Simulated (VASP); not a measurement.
Runs of VASP 6.6.1 on Be3SbP. The structure is that of space group Pm-3m (No. 221), or close to it. The cells are those of the table. 

| cell | gap on the mesh (eV) | pressure (GPa) |
| --- | --- | --- |
| a = 4.603 Å, 5 atoms | none | -12.5 |
| a = 4.238 Å, 5 atoms | none | 0.0 |
| a = 4.273 Å, 5 atoms | none | -1.9 |
| a = 4.800 Å, 5 atoms | none | (a) |

Alike in all rows: task single point; level PBE; potentials or basis VASP PAW PBE potentials, release 64 (Sb, P, Be); no spin polarisation; k mesh 4 × 4 × 4; cutoff (eV) 600; smearing gaussian 0.05 eV.

**Question.** Estimate the missing entries.

**Answer.** (a) -14.2.

Caveats: some runs use coarse meshes; spin-orbit coupling is left out, which moves the levels of the heavy elements.

A k mesh can miss the band edges, and the runs leave out spin-orbit coupling on Sb.

A gap of «none» marks levels without a gap at the run's occupations.
